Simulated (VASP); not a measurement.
A run of VASP 6.6.1:

The input INCAR:

```
SYSTEM = Si
  PREC = Accurate
  ENCUT = 520
  EDIFF = 1E-6
  ISMEAR = 0
  SIGMA = 0.01
  LREAL = .FALSE.
  LASPH = .TRUE.
  NELM = 60
  ALGO = Normal
  ISIF = 2
  LWAVE = .FALSE.
  LCHARG = .FALSE.
  GGA = PS
  IBRION = 2
  NSW = 50
  EDIFFG = -0.002
```

Contents of KPOINTS:

```
Automatic mesh
0
G
  8 8 8
  0 0 0
```

File POSCAR:

```
Si
1.0
    0.0135836404      2.7235198966      2.7235198966
    2.7235198966      0.0135836404      2.7235198966
    2.7235198966      2.7235198966      0.0135836404
Si
2
Direct
    0.2500000000      0.2500000000      0.2500000000
    0.0000000000      0.0000000000      0.0000000000
```

Potentials or basis: VASP PAW PBE potentials, release 64 (Si).

Launch:

```bash
$ cat potpaw_PBE.64/Si/POTCAR > POTCAR
$ mpirun -np 1 vasp_std > vasp.out
```

Hardware: 1 thread of Intel Xeon 8259CL, with other jobs on the host.

Estimate the wall time of this run.

Run time: 55 s on 1 thread of Intel Xeon 8259CL, on a shared host, peak memory 0.16 GiB. Counts: scf iterations 18, k points 65, ion steps 3.
